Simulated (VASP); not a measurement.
A run of VASP 6.6.1:

Contents of INCAR:

```
ALGO     = Normal         # electronic algorithm
EDIFF    = 1E-7           # SCF threshold, eV
ENCUT    = 520            # plane-wave cutoff, eV
GGA      = PE             # functional
ISIF     = 2              # what is computed and relaxed
ISMEAR   = -1             # smearing method
LASPH    = T              # aspherical terms in the spheres
LCHARG   = F              # write CHGCAR
LREAL    = F              # projectors in reciprocal space
LWAVE    = F              # write WAVECAR
NBANDS   = 8              # bands
NELM     = 60             # most SCF steps
PREC     = Accurate       # precision mode
SIGMA    = 0.08           # smearing width, eV
```

The input KPOINTS:

```
k-points
0
Gamma
  16 16 15
```

Contents of POSCAR:

```
Al
1.0
    2.7806783604      0.0000000000      0.0000000000
   -1.3903391802      2.4081380999      0.0000000000
    0.0000000000      0.0000000000      2.8039291552
Al
1
Direct
    0.0000000000      0.0000000000      0.0000000000
```

Potentials or basis: VASP PAW PBE potentials, release 64 (Al).

Launch:

```bash
$ cat potpaw_PBE.64/Al/POTCAR > POTCAR
$ mpirun -np 1 vasp_std > vasp.out
```

Hardware: 1 thread of Intel(R) Xeon(R) 6975P-C (Granite Rapids) (shared host).

Question: Estimate the wall time of this run.

Answer: It took 12 s on 1 thread of Intel(R) Xeon(R) 6975P-C (Granite Rapids), with other jobs on the host, peak memory 0.15 GiB. Counts: scf iterations 11, k points 240.
